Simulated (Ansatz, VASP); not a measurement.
**One calculation of CoMo, two programs**

```xyz
2
Lattice="2.7391 0.0000 0.0000 -1.3696 2.3721 0.0000 0.0000 0.0000 4.2522" Properties=species:S:1:pos:R:3 pbc="T T T"
Co    1.3696    0.7907    2.1261
Mo    0.0000    1.5814    0.0000
```

Change from the starting cell: volume scaled by 1.05, no spin polarisation, PAW files.

Alike in both runs: task single point; functional LDA; k mesh 14 × 14 × 8; occupations fermi-dirac, width 0.05 eV; no spin polarisation.

```csv
,VASP,Ansatz
version,VASP 6.6.1,Ansatz 0.2.0
potentials or method,"VASP PAW LDA potentials, release 64 (Co, Mo_sv)","PAW with Ansatz's default frozen-core files, scalar-relativistic"
plane-wave cutoff (eV),520,420
valence electrons in the cell,23,31
```

|  | VASP | Ansatz | Ansatz less VASP |
| --- | --- | --- | --- |
| pressure (GPa) | -22.5 | -23.2 | -0.64 |
| traceless stress, the component that is largest in VASP (GPa) | -0.60 | -0.19 | +0.410 |

LDA's correlation is that of Perdew and Zunger in VASP and of Perdew and Wang (1992) in Ansatz. VASP's potentials hold 23 valence electrons a cell and Ansatz's 31, so a difference there can come from the potentials and not from the codes.
